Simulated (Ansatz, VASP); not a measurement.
**One calculation of WS2, two programs**

Contents of INCAR:

```
SYSTEM = WS2
PREC = Accurate
ENCUT = 520
EDIFF = 1E-7
ISMEAR = 0
SIGMA = 0.02
LREAL = .FALSE.
LASPH = .TRUE.
NELM = 100
ALGO = Normal
ISIF = 2
LWAVE = .FALSE.
LCHARG = .FALSE.
GGA = PS
NBANDS = 49
```

Contents of KPOINTS:

```
regular mesh
0
G
  12 12 2
  0 0 0
```

The input POSCAR:

```
WS2
1.0
    3.1472785917      0.0000000000      0.0000000000
   -1.5736392959      2.7256232132      0.0000000000
    0.0000000000      0.0000000000     19.1549487067
W S
3 6
Direct
    0.6666666667      0.3333333333      0.3326615697
    0.3333333333      0.6666666667      0.6659949031
    0.0000000000      0.0000000000      0.9993282364
    0.3333333333      0.6666666667      0.2508537502
    0.6666666667      0.3333333333      0.0811180134
    0.0000000000      0.0000000000      0.5841870836
    0.3333333333      0.6666666667      0.4144513467
    0.6666666667      0.3333333333      0.9175204169
    0.0000000000      0.0000000000      0.7477846800
```

Input for Ansatz:

```yaml
crystal:
  lattice:
    - [3.1472785915, 0.0, 0.0]
    - [-1.5736392957, 2.725623213, 0.0]
    - [0.0, 0.0, 19.1549488428]
  atoms:
    - { symbol: W, position: [0.6666666667, 0.3333333333, 0.3326615702] }
    - { symbol: W, position: [0.3333333333, 0.6666666667, 0.6659949035] }
    - { symbol: W, position: [0.0, 0.0, 0.9993282369] }
    - { symbol: S, position: [0.3333333333, 0.6666666667, 0.2508537506] }
    - { symbol: S, position: [0.6666666667, 0.3333333333, 0.0811180125] }
    - { symbol: S, position: [0.0, 0.0, 0.584187084] }
    - { symbol: S, position: [0.3333333333, 0.6666666667, 0.4144513458] }
    - { symbol: S, position: [0.6666666667, 0.3333333333, 0.9175204173] }
    - { symbol: S, position: [0.0, 0.0, 0.7477846792] }
basis:
  ecutwfc: 420
kpoints:
  mp_grid: { grid: [12, 12, 2] }
  band_path: { path: [VBM, CBM], npoints: 2 }
hamiltonian:
  xc: pbesol
scf:
  occupations: { method: gaussian, width: 0.02 }
output:
  forces: true
  stress: true
  eigenvalues: true
checkpoint:
  read: start.run
  write: ck
  compress: false
  write_wavefunctions: false
  write_every: 100000
```

Alike in both runs: task single point; functional PBEsol; k mesh 12 × 12 × 2; occupations gaussian, width 0.02 eV; no spin polarisation.

|  | VASP | Ansatz |
| --- | --- | --- |
| version | VASP 6.6.1 | Ansatz 0.2.0 |
| potentials or method | VASP PAW PBE potentials, release 64 (W_sv, S), cutoff 520 eV | scalar-relativistic, plane waves, PAW |
| valence electrons in the cell | 78 | 78 |

```tsv
	VASP	Ansatz	Ansatz less VASP
gap on the k mesh at the Fermi level (eV)	1.17	1.16	-0.015
least direct gap on the mesh (eV)	1.94	1.93	-0.005
pressure (GPa)	0.1	0.0	-0.11
rms of the force components (eV/Å)	0.010	0.000	-0.0101
```

VASP's potentials were made for PBE, not for PBEsol. Atom by atom the forces differ by 0.010 eV/Å (rms over components).

Neither program's run includes spin-orbit coupling.
